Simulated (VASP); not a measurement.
Wanted: the native input for a VASP 6.6.1 run.

| Item | Value |
| --- | --- |
| Task | single point |
| Functional | PBEsol |
| Potentials or basis | VASP PAW PBE potentials, release 64 (Te, Nb_sv) |
| Cutoff | 520 eV |
| k mesh | 8 × 8 × 7 |
| Occupations | fermi-dirac, width 0.05 eV |
| Spin | no spin polarisation |
| Dipole correction | no |
| Further INCAR settings | ALGO = Normal; EDIFF = 1e-06; NBANDS = 16 |

The structure of NbTe lies in POSCAR:

```
NbTe
1.0
    3.4401926142      0.0000000000      0.0000000000
   -1.7200963071      2.9792941978      0.0000000000
    0.0000000000      0.0000000000      3.6282001532
Te Nb
1 1
Direct
    0.6666666667      0.3333333333      0.0000000000
    0.0000000000      0.0000000000      0.5000000000
```

The input as run:

INCAR

```
SYSTEM = NbTe
ALGO     = Normal         ! electronic algorithm
EDIFF    = 1E-6           ! SCF threshold, eV
ENCUT    = 520            ! plane-wave cutoff, eV
GGA      = PS             ! functional
ISIF     = 2              ! what is computed and relaxed
ISMEAR   = -1             ! smearing method
LASPH    = .True.         ! aspherical terms in the spheres
LCHARG   = .True.         ! write CHGCAR
LELF     = .True.         ! ELF
LREAL    = .False.        ! projectors in reciprocal space
LVHAR    = .True.       
LWAVE    = .False.        ! write WAVECAR
NBANDS   = 16             ! bands
NELM     = 100            ! most SCF steps
PREC     = Accurate       ! precision mode
SIGMA    = 0.05           ! smearing width, eV
```

KPOINTS

```
k-points
0
Gamma
  8 8 7
  0 0 0
```

Potentials or basis: VASP PAW PBE potentials, release 64 (Te, Nb_sv).

Command:

```console
$ cat potpaw_PBE.64/Te/POTCAR potpaw_PBE.64/Nb_sv/POTCAR > POTCAR
$ mpirun -np 1 vasp_std > vasp.out
```

It gave:

The pressure is 19.9 GPa.

Caveat: the PAW data sets were made with another functional, which shifts forces and pressure a little.

It took 14 s on 1 thread of Intel(R) Xeon(R) Platinum 8488C (Sapphire Rapids), with other jobs on the host, peak memory 0.17 GiB.
